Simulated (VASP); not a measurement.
Crystal: ZrAgO4.

```
CELL_PARAMETERS angstrom
3.70608 0.00000 0.00000
0.00000 3.70608 0.00000
0.00000 0.00000 5.24119
ATOMIC_POSITIONS crystal
Zr 0.00000 0.00000 0.00000
Ag 0.50000 0.50000 0.50000
O 0.50000 0.00000 0.25000
O 0.00000 0.50000 0.75000
O 0.50000 0.00000 0.75000
O 0.00000 0.50000 0.25000
```

* Program: VASP 6.6.1
* Task: relaxation of cell and atoms
* Functional: PBE
* Potentials or basis: VASP PAW PBE potentials, release 64 (Zr_sv, Ag, O)
* Cutoff: 600 eV
* k mesh: 6 × 6 × 4
* Occupations: gaussian, width 0.1 eV
* Spin: no spin polarisation

At the start: pressure -7.6 GPa; volume 12.00 Å³/atom.

**Question.** How do energy, volume and symmetry change on relaxing?

**Answer.** Over 5 steps the energy falls by 33.2 meV/atom and the volume is 11.61 Å³/atom (-3.2 %); space group P4/mmm (No. 123, to 0.1 Å) before and after.

The path:
```csv
step,energy change (eV),largest force (eV/Å),pressure (GPa),volume (Å³)
1,0.0000,1.0210,-7.63,71.99
2,-0.0995,0.0143,9.49,66.20
3,-0.1579,0.4332,2.25,68.29
4,-0.1942,0.1425,0.79,69.19
5,-0.1992,0.0016,0.11,69.69
```

Final structure:
```cif
data_structure
_symmetry_space_group_name_H-M 'P 1'
_symmetry_Int_Tables_number 1
_cell_length_a 3.6690
_cell_length_b 3.6690
_cell_length_c 5.1770
_cell_angle_alpha 90.000
_cell_angle_beta 90.000
_cell_angle_gamma 90.000
_cell_volume 69.69
loop_
_atom_site_label
_atom_site_type_symbol
_atom_site_fract_x
_atom_site_fract_y
_atom_site_fract_z
_atom_site_occupancy
Zr1 Zr 0.00000 0.00000 0.00000 1
Ag1 Ag 0.50000 0.50000 0.50000 1
O1 O 0.50000 0.00000 0.23689 1
O2 O 0.00000 0.50000 0.76311 1
O3 O 0.50000 0.00000 0.76311 1
O4 O 0.00000 0.50000 0.23689 1
```

Caveat: an odd number of electrons without spin polarisation forces a metal; a magnetic or distorted state may lie lower.
